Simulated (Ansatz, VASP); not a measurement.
**One calculation of KTaO3, two programs**

```xyz
5
Lattice="4.0665 0.0000 0.0000 0.0000 4.0665 0.0000 0.0000 0.0000 4.0665" Properties=species:S:1:pos:R:3 pbc="T T T"
K     2.0333    2.0333    2.0333
Ta    0.0000    0.0000    0.0000
O     2.0333    0.0000    0.0000
O     0.0000    2.0333    0.0000
O     0.0000    0.0000    2.0333
```

Change from the starting cell: volume scaled by 1.06, PAW files.

Alike in both runs: task electric field gradients; functional PBE; k mesh 5 × 5 × 5; occupations fermi-dirac, width 0.01 eV; no spin polarisation.

|  | VASP | Ansatz |
| --- | --- | --- |
| version | VASP 6.6.1 | Ansatz 0.2.0 |
| potentials or method | VASP PAW PBE potentials, release 64 (K_sv, Ta_pv, O) | PAW with Ansatz's default frozen-core files, scalar-relativistic |
| plane-wave cutoff (eV) | 520 | 420 |
| valence electrons in the cell | 38 | 40 |

Ansatz gave:

```
gap on the k mesh at the Fermi level (eV)            : 2.18
pressure (GPa)                                       : -5.5
size of Vzz on the site where it differs most (V/Å²) : 30.4
```

Question: Estimate VASP's values.

Answer: gap on the k mesh at the Fermi level (eV): 2.14; pressure (GPa): -5.0; size of Vzz on the site where it differs most (V/Å²): 28.3.

VASP's potentials hold 38 valence electrons a cell and Ansatz's 40, so a difference there can come from the potentials and not from the codes.

Spin-orbit coupling is off throughout.
